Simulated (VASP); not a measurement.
Here is a VASP 6.6.1 calculation.

Contents of INCAR:

```
SYSTEM = Be3CdS2
PREC = Accurate
ENCUT = 600
EDIFF = 1E-6
ISMEAR = 0
SIGMA = 0.1
LREAL = .False.
LASPH = .True.
NELM = 120
ALGO = Normal
ISIF = 2
LWAVE = .False.
LCHARG = .True.
GGA = PE
LELF = .True.
LVHAR = .True.
NBANDS = 24
GGA_COMPAT = .False.
```

File KPOINTS:

```
regular mesh
0
Gamma
  4 4 4
  0 0 0
```

File POSCAR:

```
Be3CdS2
1.0
    5.1852376134      0.0000000000      0.0000000000
    0.0000000000      5.1852376134      0.0000000000
    0.0000000000      0.0000000000      3.9301830589
Be Cd S
3 1 2
Direct
    0.0000000000      0.0000000000      0.0000000000
    0.0000000000      0.5000000000      0.5000000000
    0.5000000000      0.0000000000      0.5000000000
    0.5000000000      0.5000000000      0.0000000000
    0.0000000000      0.5000000000      0.0000000000
    0.5000000000      0.0000000000      0.0000000000
```

Potentials or basis: VASP PAW PBE potentials, release 64 (Be, Cd, S).

Command:

```bash
$ cat potpaw_PBE.64/Be/POTCAR potpaw_PBE.64/Cd/POTCAR potpaw_PBE.64/S/POTCAR > POTCAR
$ mpirun -np 1 vasp_std > vasp.out
```

Task: Predict the band gap on the k mesh.

Result: Zero (band 15 reaches 4.65 eV, above the bottom of band 16 at 3.99 eV).

Task: Predict the pressure.

Result: 0.2 GPa.

Stress tensor (GPa, compression positive):
```
 0.34  0.00  0.00
 0.00  0.34  0.00
 0.00  0.00 -0.18
```

Caveat: the k points lie up to 0.40 Å⁻¹ apart.
